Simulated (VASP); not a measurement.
# Sc4Ta (Pm-3m) in VASP: notebook

Runs on Sc4Ta. Level: PBE. Tasks: single point, relaxation of cell and atoms.

Everything below comes from runs of VASP 6.6.1. Logs are shortened: lines on timing, memory, paths and dates and some standing lists are left out, and cuts for length are marked.

## Step 1: The cell of the first run

Symmetry: Pm-3m, No. 221, cubic system. The conventional cell has a = 4.878 Å, b = 4.878 Å, c = 4.878 Å, α = 90.00°, β = 90.00°, γ = 90.00°. Sc (site symmetry 4/mmm) has 2 Sc at 2.44 Å within 3.2 Å. Within 3.2 Å of Sc (site symmetry m-3m) lie 6 Sc at 2.44 Å. Ta (site symmetry m-3m) has 20 Sc at 3.45 to 4.22 Å within 4.5 Å.

## Step 2: Single point, PBE

The input, INCAR:

```
SYSTEM = Sc4Ta
PREC = Accurate
ENCUT = 520
EDIFF = 1E-6
ISMEAR = 0
SIGMA = 0.1
LREAL = .FALSE.
LASPH = .TRUE.
NELM = 80
ALGO = Fast
ISIF = 2
LWAVE = .FALSE.
LCHARG = .FALSE.
GGA = PE
NBANDS = 36
```

The input, KPOINTS:

```
regular mesh
0
G
  8 8 8
  0 0 0
```

The input, POSCAR:

```
Sc4Ta
1.0
    4.8776219345      0.0000000000      0.0000000000
    0.0000000000      4.8776219345      0.0000000000
    0.0000000000      0.0000000000      4.8776219345
Sc Ta
4 1
Direct
    0.0000000000      0.5000000000      0.5000000000
    0.5000000000      0.0000000000      0.5000000000
    0.5000000000      0.5000000000      0.0000000000
    0.5000000000      0.5000000000      0.5000000000
    0.0000000000      0.0000000000      0.0000000000
```

Potentials or basis: VASP PAW PBE potentials, release 64 (Sc_sv, Ta_pv).

Launch:

```console
> cat potpaw_PBE.64/Sc_sv/POTCAR potpaw_PBE.64/Ta_pv/POTCAR > POTCAR
> mpirun -np 1 vasp_std > vasp.out
```

OUTCAR:

```text
SYSTEM = Sc4Ta
   PREC = Accurate
   ENCUT = 520
   EDIFF = 1E-6
   ISMEAR = 0
   LREAL = .FALSE.
   LASPH = .TRUE.
   NELM = 80
   ISIF = 2
   GGA = PE

 ion  position               nearest neighbor table
   1  0.000  0.500  0.500-   4 2.44   4 2.44   5 3.45   5 3.45   5 3.45   5 3.45
   2  0.500  0.000  0.500-   4 2.44   4 2.44   5 3.45   5 3.45   5 3.45   5 3.45
   3  0.500  0.500  0.000-   4 2.44   4 2.44   5 3.45   5 3.45   5 3.45   5 3.45
   4  0.500  0.500  0.500-   1 2.44   2 2.44   3 2.44   3 2.44   2 2.44   1 2.44
   5  0.000  0.000  0.000-   1 3.45   2 3.45   3 3.45   1 3.45   2 3.45   1 3.45   3 3.45   1 3.45
                             2 3.45   3 3.45   2 3.45   3 3.45

  LATTYP: Found a simple cubic cell.
 ALAT       =     4.8776219345

  Lattice vectors:

 A1 = (   4.8776219345,   0.0000000000,   0.0000000000)
 A2 = (   0.0000000000,   4.8776219345,   0.0000000000)
 A3 = (   0.0000000000,   0.0000000000,   4.8776219345)

Analysis of symmetry for initial positions (statically):
=====================================================================
 Subroutine PRICEL returns:
 Original cell was already a primitive cell.

 Routine SETGRP: Setting up the symmetry group for a
 simple cubic supercell.

 Subroutine GETGRP returns: Found 48 space group operations
 (whereof 48 operations were pure point group operations)
 out of a pool of 48 trial point group operations.

The static configuration has the point symmetry O_h .

Analysis of symmetry for dynamics (positions and initial velocities):
=====================================================================
 Subroutine PRICEL returns:
 Original cell was already a primitive cell.

 Routine SETGRP: Setting up the symmetry group for a
 simple cubic supercell.

 Subroutine GETGRP returns: Found 48 space group operations
 (whereof 48 operations were pure point group operations)
 out of a pool of 48 trial point group operations.

The dynamic configuration has the point symmetry O_h .

 Subroutine INISYM returns: Found 48 space group operations
 (whereof 48 operations are pure point group operations),
 and found     1 'primitive' translations

----------------------------------------------------------------------------------------

                                     Primitive cell

  volume of cell :     116.0445

  direct lattice vectors                    reciprocal lattice vectors
[... 95 lines left out ...]
   EDIFFG = 0.1E-04   stopping-criterion for IOM
   NSW    =      0    number of steps for IOM
   IBRION =     -1    ionic relax: 0-MD 1-quasi-New 2-CG
   NFREE  =      0    steps in history (QN), initial steepest desc. (CG)
   ISIF   =      2    stress and relaxation
   ISYM   =      2    0-nonsym 1-usesym 2-fastsym
   POTIM  = 0.5000    time-step for ionic-motion
   TEBEG  =    0.0;   TEEND  =   0.0 temperature during run
   PSTRESS=    0.0 pullay stress
   NELECT =      55.0000    total number of electrons
   NUPDOWN=      -1.0000    fix difference up-down
   EMIN   =  10.00;   EMAX   =-10.00  energy-range for DOS
   EFERMI =   0.00;   METHOD = LEGACY
   ISMEAR =     0;   SIGMA  =   0.10  broadening in eV -4-tet -1-fermi 0-gaus
   EFERMI_NEDOS =   21; number of points for ismear=-14 and -15
   IALGO  =     68    algorithm
   IMIX   =      4    mixing-type and parameters
     AMIX     =   0.40;   BMIX     =  1.00
     AMIX_MAG =   1.60;   BMIX_MAG =  1.00
  volume/ion in A,a.u.               =      23.21       156.62
  Fermi-wavevector in a.u.,A,eV,Ry     =   1.276402  2.412051 22.166652  1.629203
  Thomas-Fermi vector in A             =   2.409060
   LORBIT       =      0    0 simple, 1 ext, 2 COOP (PROOUT), +10 PAW based schemes
   GGA     = PE    functional components
   LHFCALC =     F    Hartree Fock is set to
   AEXX    =    0.0000 exact exchange contribution
   IVDW    =     0    specifies the selected vdW correction
   LEPSILON=     F    determine dielectric tensor
   LRPA    =     F    only Hartree local field effects (RPA)
 non-spin polarized calculation
 RMM-DIIS sequential band-by-band and
 Gauss-broadening in eV      SIGMA  =   0.10
  energy-cutoff  :      520.00
  volume of cell :      116.04
 maximum number of plane-waves:      3138
   NGX = 19   NGY = 19   NGZ = 19

 number of electron      54.9999996 magnetization

 Free energy of the ion-electron system (eV)
  ---------------------------------------------------
  ext. energy  EPLUGINS =         0.00000000
  ---------------------------------------------------
  free energy    TOTEN  =       -30.62908880 eV

  energy without entropy =      -30.58888156  energy(sigma->0) =      -30.60898518

 E-fermi :   3.7317     XC(G=0): -10.2648

 val. band max:        3.7241939611   @ k =   0.2500   0.2500   0.1250
 cond. band min:       3.7366454990   @ k =   0.5000   0.2500   0.2500
 fundamental gap:      0.0124515379
 Fermi energy:         3.7316859089

 k-point     1 :       0.0000    0.0000    0.0000
  band No.  band energies     occupation
      1     -45.5335      2.00000
      2     -45.3795      2.00000
      3     -45.3795      2.00000
      4     -44.1863      2.00000
      5     -31.3393      2.00000
      6     -31.3393      2.00000
[... 925 lines left out ...]
     35       5.5764      0.00000
     36       5.8588      0.00000

 [... further k-points ...]

------------------------ aborting loop because EDIFF is reached ----------------------------------------

  FORCE on cell =-STRESS in cart. coord.  units (eV):
  Direction    XX          YY          ZZ          XY          YZ          ZX
  --------------------------------------------------------------------------------------
  -------------------------------------------------------------------------------------
  Total        0.1631476      0.1631476      0.1631476     -0.0000000     -0.0000000      0.0000000
  in kB        2.2525109      2.2525109      2.2525109     -0.0000000     -0.0000000      0.0000000
  external PRESSURE =       2.2525109 kB  Pullay stress =       0.0000000 kB

 VOLUME and BASIS-vectors are now :
 -----------------------------------------------------------------------------
  energy-cutoff  :      520.00
  volume of cell :      116.04
      direct lattice vectors                 reciprocal lattice vectors
     4.877621934  0.000000000  0.000000000     0.205017940  0.000000000  0.000000000
     0.000000000  4.877621934  0.000000000     0.000000000  0.205017940  0.000000000
     0.000000000  0.000000000  4.877621934     0.000000000  0.000000000  0.205017940

 POSITION                                       TOTAL-FORCE (eV/Angst)
 -----------------------------------------------------------------------------------
      0.00000      2.43881      2.43881         0.000000      0.000000      0.000000
      2.43881      0.00000      2.43881         0.000000      0.000000      0.000000
      2.43881      2.43881      0.00000         0.000000      0.000000      0.000000
      2.43881      2.43881      2.43881         0.000000      0.000000      0.000000
      0.00000      0.00000      0.00000         0.000000      0.000000      0.000000
 -----------------------------------------------------------------------------------
    total drift:                                0.000000      0.000000      0.000000

  FREE ENERGIE OF THE ION-ELECTRON SYSTEM (eV)
  ---------------------------------------------------
  free  energy   TOTEN  =       -30.6290888045 eV

  energy  without entropy=      -30.5888815552  energy(sigma->0) =      -30.60898518
```

stdout:

```text
POSCAR found type information on POSCAR ScTa
 POSCAR found :  2 types and       5 ions
 scaLAPACK will be used
 LDA part: xc-table for (Slater+PW92), standard interpolation
 POSCAR, INCAR and KPOINTS ok, starting setup
 FFT: planning ... GRIDC
 FFT: planning ... GRID_SOFT
 FFT: planning ... GRID
 WAVECAR not read
 entering main loop
```

Wall time 6 min (1 thread of Oxide Virtual Turin-like, shared host); peak memory 0.25 GiB.

Results:

```
Free energy : -30.6291 eV
Pressure    : 0.2 GPa
```

Caveat: spin-orbit coupling is left out, which moves the levels of the heavy elements.

## Step 3: Relaxation of cell and atoms, PBE

This run uses another cell than the first one, of 19.14 Å³/atom, 0.825 times its volume.

The input, INCAR:

```
ALGO = Fast ; EDIFF = 1E-6
EDIFFG = -0.04 ; ENCUT = 600
GGA = PE ; IBRION = 2
ISIF = 3 ; ISMEAR = 0
LASPH = True ; LCHARG = False
LREAL = False ; LWAVE = False
NELM = 80 ; NSW = 90
PREC = Accurate ; SIGMA = 0.1
```

The input, KPOINTS:

```
k-points
0
Gamma
  4 4 4
```

POSCAR, as its differences from that of step 2:

```diff
@@ -2,5 +2,5 @@
 1.0
-    4.8776219345      0.0000000000      0.0000000000
-    0.0000000000      4.8776219345      0.0000000000
-    0.0000000000      0.0000000000      4.8776219345
+    4.5740391600      0.0000000000      0.0000000000
+    0.0000000000      4.5740391600      0.0000000000
+    0.0000000000      0.0000000000      4.5740391600
 Sc Ta
```

Potentials or basis: VASP PAW PBE potentials, release 64 (Sc_sv, Ta_pv).

Launch:

```console
> cat potpaw_PBE.64/Sc_sv/POTCAR potpaw_PBE.64/Ta_pv/POTCAR > POTCAR
> mpirun -np 1 vasp_std > vasp.out
```

It took 6.6 min on 1 thread of Oxide Virtual Turin-like, shared host; peak memory 0.22 GiB.

Results (log left out):

| Property | Result |
| --- | --- |
| Free energy | -30.5930 eV |
| Relaxed volume | 23.20 Å³/atom |
| Relaxed cell | a = 4.877 Å, b = 4.877 Å, c = 4.877 Å, α = 90.00°, β = 90.00°, γ = 90.00° |
| Space group after relaxing (to 0.05 Å) | Pm-3m (No. 221) |
| Energy gained by relaxing | 151.8 meV/atom |
| Ionic steps | 3 |
| Pressure after relaxing | 0.1 GPa |

Step by step:
| step | energy change (eV) | largest force (eV/Å) | pressure (GPa) | volume (Å³) |
| --- | --- | --- | --- | --- |
| 1 | 0.0000 | 0.0000 | 13.98 | 95.70 |
| 2 | -0.7345 | 0.0000 | -1.70 | 120.73 |
| 3 | -0.7592 | 0.0000 | 0.09 | 115.99 |

Final structure:
```
Sc Ta
1.0
     4.87685    0.00000    0.00000
     0.00000    4.87685    0.00000
     0.00000    0.00000    4.87685
Sc Ta
4 1
Direct
  0.00000 0.50000 0.50000
  0.50000 0.00000 0.50000
  0.50000 0.50000 0.00000
  0.50000 0.50000 0.50000
  0.00000 0.00000 0.00000
```

Levels at points of the mesh, in eV from the Fermi level:
| k point | band 24 | band 25 | band 26 | band 27 | band 28 | band 29 | band 30 | band 31 |
| --- | --- | --- | --- | --- | --- | --- | --- | --- |
| (0.00, 0.00, 0.00) | -1.67 | -1.67 | -0.79 | -0.54 | -0.54 | 0.40 | 0.40 | 0.40 |
| (0.50, 0.00, 0.00) | -1.16 | -0.99 | -0.60 | -0.45 | -0.45 | -0.28 | -0.17 | 0.70 |
| (0.50, 0.50, 0.00) | -1.30 | -1.30 | -0.32 | -0.04 | 0.34 | 0.51 | 0.91 | 0.91 |
| (0.50, 0.50, 0.50) | -0.74 | -0.74 | -0.74 | 0.64 | 0.64 | 0.87 | 1.29 | 1.31 |

Caveat: the volume moved by over 15 % at a fixed basis, so the end points are rough; spin-orbit coupling is left out, which moves the levels of the heavy elements.

(Continued in part 2 of 2.)
